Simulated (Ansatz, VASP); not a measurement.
# CdHg2Te3 in VASP and in Ansatz

```
Cd Hg Te
1.0
    -2.16450    2.16450    9.26382
     2.16450   -2.16450    9.26382
     2.16450    2.16450   -9.26382
Cd Hg Te
1 2 3
Direct
  0.50000 0.50000 0.00000
  0.83398 0.83398 0.00000
  0.16602 0.16602 0.00000
  0.66420 0.66420 0.00000
  0.00000 0.00000 0.00000
  0.33580 0.33580 0.00000
```

Alike in both runs: functional PBE; k mesh 12 × 12 × 12; occupations gaussian, width 0.1 eV; no spin polarisation.

Ansatz relaxed the structure, and its values are those at the end. VASP's run is a single point on that final structure, the one shown.

```csv
,VASP,Ansatz
version,VASP 6.6.1,Ansatz 0.2.0
potentials or method,"VASP PAW PBE potentials, release 64 (Cd, Hg, Te), cutoff 520 eV","scalar-relativistic, plane waves, PAW"
valence electrons in the cell,54,108
```

|  | VASP | Ansatz | Ansatz less VASP |
| --- | --- | --- | --- |
| gap on the k mesh at the Fermi level (eV) | none | none | - |
| pressure (GPa) | 0.1 | 0.0 | -0.12 |

A gap of «none» marks a metal or a gap that the smearing closes. With one functional, cell and mesh, what is left measures potentials, basis and numerics. VASP's potentials hold 54 valence electrons a cell and Ansatz's 108, so a difference there can come from the potentials and not from the codes.

Neither program's run includes spin-orbit coupling.
